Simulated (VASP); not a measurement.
Write the native input for VASP 6.6.1 that does the following.

- Task: single point
- Functional: PBEsol
- Potentials or basis: VASP PAW PBE potentials, release 64 (Li_sv, Mg, H)
- Cutoff: 520 eV
- k mesh: 5 × 5 × 1
- Occupations: gaussian, width 0.1 eV
- Spin: no spin polarisation
- Dipole correction: yes
- Further INCAR settings: ALGO = Fast; EDIFF = 1e-07; NBANDS = 29

The structure of Li3Mg3H lies in POSCAR:

```
Li3Mg3H
1.0
    6.0253439304      0.0000000000      0.0000000000
   -1.0368797563      5.6294765090      0.0000000000
    0.0000000000      0.0000000000     22.8105013686
Li Mg H
6 6 2
Direct
    0.1286395062      0.7475285953      0.1753578291
    0.6286395062      0.7475285953      0.1753578291
    0.2534479804      0.4968013262      0.2787670020
    0.7534479804      0.4968013262      0.2787670020
    0.3535206334      0.2494386221      0.3862475983
    0.8535206334      0.2494386221      0.3862475983
    0.3786395062      0.2475285953      0.1753578291
    0.8786395062      0.2475285953      0.1753578291
    0.0044038362      0.9961396828      0.2827426523
    0.5044038362      0.9961396828      0.2827426523
    0.1464402521      0.7305985905      0.3860054452
    0.6464402521      0.7305985905      0.3860054452
    0.8535206334      0.1691649793      0.4480612330
    0.8535206334      0.3297122648      0.4480612330
```

The input as run:

INCAR

```
PREC     = Accurate       # precision mode
ENCUT    = 520            # plane-wave cutoff, eV
EDIFF    = 1E-7           # SCF threshold, eV
ISMEAR   = 0              # smearing method
SIGMA    = 0.1            # smearing width, eV
LREAL    = False          # projectors in reciprocal space
LASPH    = True           # aspherical terms in the spheres
NELM     = 100            # most SCF steps
ALGO     = Fast           # electronic algorithm
ISIF     = 2              # what is computed and relaxed
LWAVE    = False          # write WAVECAR
LCHARG   = True           # write CHGCAR
LDIPOL   = True         
IDIPOL   = 3            
DIPOL    = 0.5 0.5 0.305
GGA      = PS             # functional
LELF     = True           # ELF
LVHAR    = True         
LVACPOTAV= True         
NBANDS   = 29             # bands
```

KPOINTS

```
Automatic mesh
0
Gamma
  5 5 1
```

Potentials or basis: VASP PAW PBE potentials, release 64 (Li_sv, Mg, H).

Command:

```bash
$ cat potpaw_PBE.64/Li_sv/POTCAR potpaw_PBE.64/Mg/POTCAR potpaw_PBE.64/H/POTCAR > POTCAR
$ mpirun -np 1 vasp_std > vasp.out
```

Results of the run:

- Largest force: 2.541 eV/Å
- Band gap on the k mesh: zero (bands 16 and 17 overlap by 0.28 eV)

Caveat: the PAW data sets were made with another functional, which shifts forces and pressure a little.

Run time: 36 min on 1 thread of Oxide Virtual Turin-like Processor (shared host), peak memory 0.98 GiB.
